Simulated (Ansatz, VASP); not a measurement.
## Mn in VASP and in Ansatz

Contents of INCAR:

```
SYSTEM = Mn
PREC = Accurate ; ENCUT = 500
EDIFF = 1E-6 ; ISMEAR = 0
SIGMA = 0.1 ; LREAL = .FALSE.
LASPH = .TRUE. ; NELM = 200
ALGO = Normal ; ISIF = 2
LWAVE = .FALSE. ; LCHARG = .FALSE.
ISPIN = 2 ; MAGMOM = 4
LORBIT = 11 ; LMAXMIX = 4
GGA = PS ; NBANDS = 16
GGA_COMPAT = .FALSE.
```

KPOINTS

```
Automatic mesh
0
G
  8 8 8
  0 0 0
```

POSCAR

```
Mn
1.0
    0.0000000000      1.9315000000      1.9315000000
    1.9315000000      0.0000000000      1.9315000000
    1.9315000000      1.9315000000      0.0000000000
Mn
1
Direct
    0.0000000000      0.0000000000      0.0000000000
```

Input for Ansatz:

```yaml
crystal:
  lattice:
    - [0.0, 1.9315, 1.9315]
    - [1.9315, 0.0, 1.9315]
    - [1.9315, 1.9315, 0.0]
  atoms:
    - { symbol: Mn, position: [0.0, 0.0, 0.0], spin: 4.0 }
basis:
  ecutwfc: 420
kpoints:
  mp_grid: { grid: [8, 8, 8] }
hamiltonian:
  xc: pbesol
scf:
  occupations: { method: gaussian, width: 0.1 }
  lower_state_search: "off"
output:
  forces: true
  stress: true
  eigenvalues: true
  populations: true
magnetization:
  spin_polarized: true
```

Alike in both runs: task single point; functional PBEsol; k mesh 8 × 8 × 8; occupations gaussian, width 0.1 eV; collinear spin.

|  | VASP | Ansatz |
| --- | --- | --- |
| version | VASP 6.6.1 | Ansatz 0.2.0 |
| potentials or method | VASP PAW PBE potentials, release 64 (Mn_pv), cutoff 500 eV | scalar-relativistic, plane waves, PAW |
| valence electrons in the cell | 13 | 15 |

VASP gave:

| Quantity | Value |
| --- | --- |
| gap on the k mesh at the Fermi level (eV) | none |
| net moment per atom (μB) | 2.32 |
| size of the moment on the site where the two differ most (μB) | 2.29 |

Q: What did Ansatz give for the same quantities?

A: gap on the k mesh at the Fermi level (eV): none; net moment per atom (μB): 3.07; size of the moment on the site where the two differ most (μB): 2.99.

The net moments are unlike, so the other rows may belong to different states. VASP's potentials were made for PBE, not for PBEsol. Site moments also hang on the region over which each program counts them. A gap of «none» marks a metal or a gap that the smearing closes. VASP's potentials hold 13 valence electrons a cell and Ansatz's 15, so a difference there can come from the potentials and not from the codes.
